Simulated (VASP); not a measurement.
Wanted: the native input for a VASP 6.6.1 run.

* Task: relaxation of cell and atoms
* Functional: PBE
* Potentials or basis: VASP PAW PBE potentials, release 64 (Al)
* Cutoff: 600 eV
* k mesh: 24 × 24 × 24
* Occupations: gaussian, width 0.1 eV
* Spin: no spin polarisation
* Dipole correction: no
* Further INCAR settings: ALGO = Normal; EDIFF = 1e-06; IBRION = 2; EDIFFG = -0.002; NSW = 100; ISIF = 3

The structure of Al lies in POSCAR:

```
Al
1.0
    0.0000000000      2.0248050000      2.0248050000
    2.0248050000      0.0000000000      2.0248050000
    2.0248050000      2.0248050000      0.0000000000
Al
1
Direct
    0.0000000000      0.0000000000      0.0000000000
```

One way to write it, as run:

INCAR

```
SYSTEM = Al
PREC = Accurate
ENCUT = 600
EDIFF = 1E-6
ISMEAR = 0
SIGMA = 0.1
LREAL = .FALSE.
LASPH = .TRUE.
NELM = 80
ALGO = Normal
ISIF = 3
LWAVE = .FALSE.
LCHARG = .FALSE.
GGA = PE
IBRION = 2
NSW = 100
EDIFFG = -0.002
```

KPOINTS

```
regular mesh
0
G
  24 24 24
  0 0 0
```

Potentials or basis: VASP PAW PBE potentials, release 64 (Al).

Run with:

```console
$ cat potpaw_PBE.64/Al/POTCAR > POTCAR
$ mpirun -np 1 vasp_std > vasp.out
```

It gave:

The relaxed volume is 16.47 Å³/atom and the relaxed cell is a = 2.856 Å, b = 2.856 Å, c = 2.856 Å, α = 60.00°, β = 60.00°, γ = 60.00°. The space group after relaxing (to 0.1 Å) is Fm-3m (No. 225), the energy gained by relaxing is 0.2 meV/atom and the ionic steps are 3. The pressure after relaxing is 0.0 GPa. The band gap on the k mesh is zero (an odd number of electrons rules out a gap without spin polarisation).

Run time: 58 s on 1 thread of Intel Xeon 8259CL, with other jobs on the host, peak memory 0.17 GiB.
